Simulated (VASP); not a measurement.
Here is a VASP 6.6.1 calculation.

INCAR

```
PREC = Accurate ; ENCUT = 520
EDIFF = 1E-7 ; ISMEAR = 0
SIGMA = 0.1 ; LREAL = F
LASPH = T ; NELM = 80
ALGO = Fast ; ISIF = 2
LWAVE = F ; LCHARG = F
GGA = PE ; NBANDS = 12
```

KPOINTS

```
Automatic mesh
0
Gamma
  10 10 10
```

Contents of POSCAR:

```
Zn
1.0
   -1.5690370000      1.5690370000      1.5690370000
    1.5690370000     -1.5690370000      1.5690370000
    1.5690370000      1.5690370000     -1.5690370000
Zn
1
Direct
    0.0000000000      0.0000000000      0.0000000000
```

Potentials or basis: VASP PAW PBE potentials, release 64 (Zn).

Run with:

```console
$ cat potpaw_PBE.64/Zn/POTCAR > POTCAR
$ mpirun -np 1 vasp_std > vasp.out
```

(1) Predict the pressure.

(2) Predict the band gap on the k mesh.

## Answers

(1) 0.0 GPa.

(2) zero (band 6 reaches 7.27 eV, above the bottom of band 7 at 2.09 eV).
